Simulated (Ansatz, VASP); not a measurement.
# Ti: VASP beside Ansatz

INCAR

```
PREC     = Accurate       # precision mode
ENCUT    = 520            # plane-wave cutoff, eV
EDIFF    = 1E-7           # SCF threshold, eV
ISMEAR   = -1             # smearing method
SIGMA    = 0.1            # smearing width, eV
LREAL    = F              # projectors in reciprocal space
LASPH    = T              # aspherical terms in the spheres
NELM     = 100            # most SCF steps
ALGO     = Normal         # electronic algorithm
ISIF     = 2              # what is computed and relaxed
LWAVE    = F              # write WAVECAR
LCHARG   = F              # write CHGCAR
GGA      = PE             # functional
NBANDS   = 12             # bands
```

File KPOINTS:

```
Automatic mesh
0
Gamma
  15 15 15
```

Contents of POSCAR:

```
Ti
1.0
   -1.5621169907      1.5621169907      1.5621169907
    1.5621169907     -1.5621169907      1.5621169907
    1.5621169907      1.5621169907     -1.5621169907
Ti
1
Direct
    0.0000000000      0.0000000000      0.0000000000
```

Input for Ansatz:

```yaml
crystal:
  lattice:
    - [-1.5621169907, 1.5621169907, 1.5621169907]
    - [1.5621169907, -1.5621169907, 1.5621169907]
    - [1.5621169907, 1.5621169907, -1.5621169907]
  atoms:
    - { symbol: Ti, position: [0.0, 0.0, 0.0] }
hamiltonian:
  xc: pbe
  pseudopotentials:
    kind: paw
    azcp:
      Ti: "pseudopotentials/Ti.paw.azcp"
basis:
  ecutwfc: 420
  fft_grid_basis: typed
kpoints:
  mp_grid: { grid: [15, 15, 15], shift: [0, 0, 0] }
magnetization:
  spin_polarized: false
scf:
  occupations: { method: fermi_dirac, width: 0.1 }
  lower_state_search: "off"
output:
  stress: true
```

Alike in both runs: task single point; functional PBE; k mesh 15 × 15 × 15; occupations fermi-dirac, width 0.1 eV; no spin polarisation.

|  | VASP | Ansatz |
| --- | --- | --- |
| version | VASP 6.6.1 | Ansatz 0.2.0 |
| potentials or method | VASP PAW PBE potentials, release 64 (Ti_sv), cutoff 520 eV | plane waves (420 eV) with PAW, scalar-relativistic |
| valence electrons in the cell | 12 | 12 |

```tsv
	VASP	Ansatz	Ansatz less VASP
pressure (GPa)	16.1	16.5	+0.48
```
